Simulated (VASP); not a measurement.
# Ge2Sb2Te5 (P-3m1) in VASP: single point with LDA

Aim: the single point of Ge2Sb2Te5 with LDA.

Everything below comes from runs of VASP 6.6.1. Logs are shortened: lines on timing, memory, paths and dates and some standing lists are left out, and cuts for length are marked.

## Step 1: The cell of the first run

The structure is trigonal, space group P-3m1 (No. 164). The conventional cell has a = 4.196 Å, b = 4.196 Å, c = 16.666 Å, α = 90.00°, β = 90.00°, γ = 120.00°. Within 3.9 Å of Ge (site symmetry 3m) lie 6 Te at 2.93 to 2.95 Å. Within 3.9 Å of Sb (site symmetry 3m) lie 6 Te at 2.97 to 3.13 Å. Te (site symmetry -3m) has 6 Ge at 2.95 Å within 3.9 Å. Within 3.9 Å of Te (site symmetry 3m) lie 3 Ge at 2.93 Å and 3 Sb at 3.13 Å. Te (site symmetry 3m) has 3 Sb at 2.97 Å and 3 Te at 3.57 Å within 3.9 Å.

## Step 2: Single point, LDA

File INCAR:

```
ALGO = Normal
EDIFF = 1E-6
ENCUT = 520
ISIF = 2
ISMEAR = 0
LASPH = True
LCHARG = True
LELF = True
LREAL = False
LVHAR = True
LWAVE = False
NBANDS = 44
NELM = 60
PREC = Accurate
SIGMA = 0.05
```

File KPOINTS:

```
k-points
0
Gamma
  10 10 2
```

File POSCAR:

```
Ge2Sb2Te5
1.0
    4.1963721883      0.0000000000      0.0000000000
   -2.0981860942      3.6341649188      0.0000000000
    0.0000000000      0.0000000000     16.6663347980
Ge Sb Te
2 2 5
Direct
    0.3333333333      0.6666666667      0.8993433550
    0.6666666667      0.3333333333      0.1006566450
    0.0000000000      0.0000000000      0.6815626319
    0.0000000000      0.0000000000      0.3184373681
    0.0000000000      0.0000000000      0.0000000000
    0.6666666667      0.3333333333      0.8008144752
    0.3333333333      0.6666666667      0.1991855248
    0.3333333333      0.6666666667      0.5785763799
    0.6666666667      0.3333333333      0.4214236201
```

Potentials or basis: VASP PAW LDA potentials, release 64 (Ge_d, Sb, Te).

Launch:

```
cat potpaw_LDA.64/Ge_d/POTCAR potpaw_LDA.64/Sb/POTCAR potpaw_LDA.64/Te/POTCAR > POTCAR
mpirun -np 1 vasp_std > vasp.out
```

OUTCAR:

```text
EDIFF = 1E-6
   ENCUT = 520
   ISIF = 2
   ISMEAR = 0
   LASPH = True
   LREAL = False
   NELM = 60
   PREC = Accurate

 ion  position               nearest neighbor table
   1  0.333  0.667  0.899-   6 2.93   6 2.93   6 2.93   5 2.95   5 2.95   5 2.95
   2  0.667  0.333  0.101-   7 2.93   7 2.93   7 2.93   5 2.95   5 2.95   5 2.95
   3  0.000  0.000  0.682-   8 2.97   8 2.97   8 2.97   6 3.13   6 3.13   6 3.13
   4  0.000  0.000  0.318-   9 2.97   9 2.97   9 2.97   7 3.13   7 3.13   7 3.13
   5  0.000  0.000  0.000-   1 2.95   2 2.95   2 2.95   1 2.95   2 2.95   1 2.95
   6  0.667  0.333  0.801-   1 2.93   1 2.93   1 2.93   3 3.13   3 3.13   3 3.13
   7  0.333  0.667  0.199-   2 2.93   2 2.93   2 2.93   4 3.13   4 3.13   4 3.13
   8  0.333  0.667  0.579-   3 2.97   3 2.97   3 2.97   9 3.57   9 3.57   9 3.57
   9  0.667  0.333  0.421-   4 2.97   4 2.97   4 2.97   8 3.57   8 3.57   8 3.57

  LATTYP: Found a hexagonal cell.
 ALAT       =     4.1963721883
 C/A-ratio  =     3.9716054845

  Lattice vectors:

 A1 = (   4.1963721883,   0.0000000000,   0.0000000000)
 A2 = (  -2.0981860942,   3.6341649188,   0.0000000000)
 A3 = (   0.0000000000,   0.0000000000,  16.6663347980)

Analysis of symmetry for initial positions (statically):
=====================================================================
 Subroutine PRICEL returns:
 Original cell was already a primitive cell.

 Routine SETGRP: Setting up the symmetry group for a
 hexagonal supercell.

 Subroutine GETGRP returns: Found 12 space group operations
 (whereof 12 operations were pure point group operations)
 out of a pool of 24 trial point group operations.

The static configuration has the point symmetry D_3d.

Analysis of symmetry for dynamics (positions and initial velocities):
=====================================================================
 Subroutine PRICEL returns:
 Original cell was already a primitive cell.

 Routine SETGRP: Setting up the symmetry group for a
 hexagonal supercell.

 Subroutine GETGRP returns: Found 12 space group operations
 (whereof 12 operations were pure point group operations)
 out of a pool of 24 trial point group operations.

The dynamic configuration has the point symmetry D_3d.

 Subroutine INISYM returns: Found 12 space group operations
 (whereof 12 operations are pure point group operations),
 and found     1 'primitive' translations

----------------------------------------------------------------------------------------

                                     Primitive cell

  volume of cell :     254.1667

  direct lattice vectors                    reciprocal lattice vectors
     4.196372188  0.000000000  0.000000000     0.238301074  0.137583189  0.000000000
    -2.098186094  3.634164919  0.000000000     0.000000000  0.275166379  0.000000000
     0.000000000  0.000000000 16.666334798     0.000000000  0.000000000  0.060001195

  length of vectors
     4.196372188  4.196372188 16.666334798     0.275166379  0.275166379  0.060001195

  position of ions in fractional coordinates (direct lattice)
     0.333333333  0.666666667  0.899343355
     0.666666667  0.333333333  0.100656645
     0.000000000  0.000000000  0.681562632
     0.000000000  0.000000000  0.318437368
     0.000000000  0.000000000  0.000000000
     0.666666667  0.333333333  0.800814475
     0.333333333  0.666666667  0.199185525
     0.333333333  0.666666667  0.578576380
     0.666666667  0.333333333  0.421423620

  ion indices of the primitive-cell ions
   primitive index   ion index
                 1           1
                 2           2
                 3           3
                 4           4
                 5           5
                 6           6
                 7           7
                 8           8
                 9           9

----------------------------------------------------------------------------------------

 KPOINTS: k-points

Automatic generation of k-mesh.
 Grid dimensions read from file:
 generate k-points for:   10   10    2

 Generating k-lattice:

  Cartesian coordinates                     Fractional coordinates (reciprocal lattice)
     0.023830107  0.013758319  0.000000000     0.100000000  0.000000000  0.000000000
     0.000000000  0.027516638  0.000000000     0.000000000  0.100000000  0.000000000
     0.000000000  0.000000000  0.030000597     0.000000000  0.000000000  0.500000000

  Length of vectors
     0.027516638  0.027516638  0.030000597

  Shift w.r.t. Gamma in fractional coordinates (k-lattice)
     0.000000000  0.000000000  0.000000000

 Subroutine IBZKPT returns following result:
 ===========================================

 Found     28 irreducible k-points:

 Following reciprocal coordinates:
            Coordinates               Weight
  0.000000  0.000000  0.000000      1.000000
  0.100000 -0.000000  0.000000      6.000000
  0.200000 -0.000000  0.000000      6.000000
  0.300000 -0.000000  0.000000      6.000000
  0.400000 -0.000000  0.000000      6.000000
  0.500000 -0.000000  0.000000      3.000000
[... 16 lines left out ...]
  0.300000  0.100000  0.500000     12.000000
  0.400000  0.100000  0.500000     12.000000
 [... further k-points ...]
   k-points           NKPTS =     28   k-points in BZ     NKDIM =     28   number of bands    NBANDS=     44
   number of dos      NEDOS =    301   number of ions     NIONS =      9
   total plane-waves  NPLWV = 129024
   dimension x,y,z NGX =    32 NGY =   32 NGZ =  126
   dimension x,y,z NGXF=    64 NGYF=   64 NGZF=  252
   ions per type =               2   2   5
   NGX,Y,Z   is equivalent  to a cutoff of  12.68, 12.68, 12.57 a.u.
   NGXF,Y,Z  is equivalent  to a cutoff of  25.35, 25.35, 25.14 a.u.
 SYSTEM =  unknown system
   PREC   = accura    normal or accurate (medium, high low for compatibility)
   ISTART =      0    job   : 0-new  1-cont  2-samecut
   ICHARG =      2    charge: 1-file 2-atom 10-const
   ISPIN  =      1    spin polarized calculation?
   LNONCOLLINEAR =      F non collinear calculations
   LSORBIT =      F    spin-orbit coupling
   LASPH  =      T    aspherical Exc in radial PAW
   ENCUT  =  520.0 eV  38.22 Ry    6.18 a.u.   7.80  7.80 30.99*2*pi/ulx,y,z
   NELM   =     60;   NELMIN=  2; NELMDL= -5     # of ELM steps
   EDIFF  = 0.1E-05   stopping-criterion for ELM
   LREAL  =      F    real-space projection
   EDIFFG = 0.1E-04   stopping-criterion for IOM
   NSW    =      0    number of steps for IOM
   IBRION =     -1    ionic relax: 0-MD 1-quasi-New 2-CG
   NFREE  =      0    steps in history (QN), initial steepest desc. (CG)
   ISIF   =      2    stress and relaxation
   ISYM   =      2    0-nonsym 1-usesym 2-fastsym
   POTIM  = 0.5000    time-step for ionic-motion
   TEBEG  =    0.0;   TEEND  =   0.0 temperature during run
   PSTRESS=    0.0 pullay stress
   NELECT =      68.0000    total number of electrons
   NUPDOWN=      -1.0000    fix difference up-down
   EMIN   =  10.00;   EMAX   =-10.00  energy-range for DOS
   EFERMI =   0.00;   METHOD = LEGACY
   ISMEAR =     0;   SIGMA  =   0.05  broadening in eV -4-tet -1-fermi 0-gaus
   EFERMI_NEDOS =   21; number of points for ismear=-14 and -15
   IALGO  =     38    algorithm
   IMIX   =      4    mixing-type and parameters
     AMIX     =   0.40;   BMIX     =  1.00
     AMIX_MAG =   1.60;   BMIX_MAG =  1.00
  volume/ion in A,a.u.               =      28.24       190.58
  Fermi-wavevector in a.u.,A,eV,Ry     =   1.054884  1.993443 15.140307  1.112781
  Thomas-Fermi vector in A             =   2.190062
   LORBIT       =      0    0 simple, 1 ext, 2 COOP (PROOUT), +10 PAW based schemes
   GGA     = CA    functional components
   LHFCALC =     F    Hartree Fock is set to
   AEXX    =    0.0000 exact exchange contribution
   IVDW    =     0    specifies the selected vdW correction
   LEPSILON=     F    determine dielectric tensor
   LRPA    =     F    only Hartree local field effects (RPA)
 non-spin polarized calculation
 Gauss-broadening in eV      SIGMA  =   0.05
  energy-cutoff  :      520.00
  volume of cell :      254.17
 maximum number of plane-waves:      6878
 NGX is ok and might be reduce to    32
   NGX = 15   NGY = 15   NGZ = 61

 number of electron      68.0000001 magnetization

 Free energy of the ion-electron system (eV)
  ---------------------------------------------------
  ext. energy  EPLUGINS =         0.00000000
  ---------------------------------------------------
  free energy    TOTEN  =       -39.96316665 eV

  energy without entropy =      -39.96280466  energy(sigma->0) =      -39.96298566

 E-fermi :   7.0756     XC(G=0):  -9.9664

 val. band max:        7.0742301407   @ k =   0.0000   0.0000   0.0000
 cond. band min:       7.1002917203   @ k =   0.0000   0.0000   0.0000
 fundamental gap:      0.0260615796
 Fermi energy:         7.0755852185

 k-point     1 :       0.0000    0.0000    0.0000
  band No.  band energies     occupation
      1     -18.0865      2.00000
      2     -18.0865      2.00000
      3     -18.0854      2.00000
      4     -18.0854      2.00000
      5     -18.0774      2.00000
      6     -18.0772      2.00000
[... 36 lines left out ...]
     43       8.6358      0.00000
     44       9.7182      0.00000

 k-point     2 :       0.1000   -0.0000    0.0000
  band No.  band energies     occupation
      1     -18.0869      2.00000
      2     -18.0864      2.00000
      3     -18.0856      2.00000
      4     -18.0853      2.00000
      5     -18.0774      2.00000
      6     -18.0772      2.00000
[... 36 lines left out ...]
     43       8.9890      0.00000
     44       9.8710      0.00000

 k-point     3 :       0.2000   -0.0000    0.0000
  band No.  band energies     occupation
      1     -18.0879      2.00000
      2     -18.0862      2.00000
      3     -18.0862      2.00000
      4     -18.0849      2.00000
      5     -18.0776      2.00000
      6     -18.0768      2.00000
[... 976 lines left out ...]
     43      10.1487      0.00000
     44      10.7113      0.00000

 k-point    24 :       0.4000    0.1000    0.5000
  band No.  band energies     occupation
      1     -18.0901      2.00000
      2     -18.0878      2.00000
      3     -18.0862      2.00000
      4     -18.0843      2.00000
      5     -18.0780      2.00000
      6     -18.0765      2.00000
[... 36 lines left out ...]
     43      10.4670      0.00000
     44      10.6930      0.00000

 [... further k-points ...]
[... 5 lines left out ...]
  --------------------------------------------------------------------------------------
  -------------------------------------------------------------------------------------
  Total        0.0880347      0.0880347      0.1191227     -0.0000000      0.0000000      0.0000000
  in kB        0.5549396      0.5549396      0.7509076     -0.0000000      0.0000000      0.0000000
  external PRESSURE =       0.6202623 kB  Pullay stress =       0.0000000 kB

 VOLUME and BASIS-vectors are now :
 -----------------------------------------------------------------------------
  energy-cutoff  :      520.00
  volume of cell :      254.17
      direct lattice vectors                 reciprocal lattice vectors
     4.196372188  0.000000000  0.000000000     0.238301074  0.137583189  0.000000000
    -2.098186094  3.634164919  0.000000000     0.000000000  0.275166379  0.000000000
     0.000000000  0.000000000 16.666334798     0.000000000  0.000000000  0.060001195

 POSITION                                       TOTAL-FORCE (eV/Angst)
 -----------------------------------------------------------------------------------
     -0.00000      2.42278     14.98876        -0.000000      0.000000     -0.003080
      2.09819      1.21139      1.67758        -0.000000     -0.000000      0.003080
      0.00000      0.00000     11.35915         0.000000      0.000000      0.041883
      0.00000      0.00000      5.30718         0.000000     -0.000000     -0.041883
      0.00000      0.00000      0.00000         0.000000      0.000000      0.000000
      2.09819      1.21139     13.34664        -0.000000      0.000000     -0.000705
     -0.00000      2.42278      3.31969         0.000000      0.000000      0.000705
     -0.00000      2.42278      9.64275        -0.000000      0.000000     -0.051075
      2.09819      1.21139      7.02359         0.000000      0.000000      0.051075
 -----------------------------------------------------------------------------------
    total drift:                                0.000000      0.000000      0.000000

  FREE ENERGIE OF THE ION-ELECTRON SYSTEM (eV)
  ---------------------------------------------------
  free  energy   TOTEN  =       -39.9631666499 eV

  energy  without entropy=      -39.9628046612  energy(sigma->0) =      -39.96298566
```

Wall time 11 min (1 thread of Oxide Virtual Turin-like, shared host); peak memory 0.42 GiB.

Results:

```
Free energy            : -39.9632 eV
Pressure               : 0.1 GPa
Largest force          : 0.051 eV/Å
Band gap on the k mesh : 0.03 eV
```

Forces on the atoms (eV/Å):
```
Ge   0.000  0.000 -0.003
Ge   0.000  0.000  0.003
Sb   0.000  0.000  0.042
Sb   0.000  0.000 -0.042
Te   0.000  0.000  0.000
Te   0.000  0.000 -0.001
Te   0.000  0.000  0.001
Te   0.000  0.000 -0.051
Te   0.000  0.000  0.051
```

Caveat: semilocal functionals underestimate gaps, and a narrow one can read as zero; spin-orbit coupling is left out, which moves the levels of the heavy elements. A k mesh can miss the band edges.
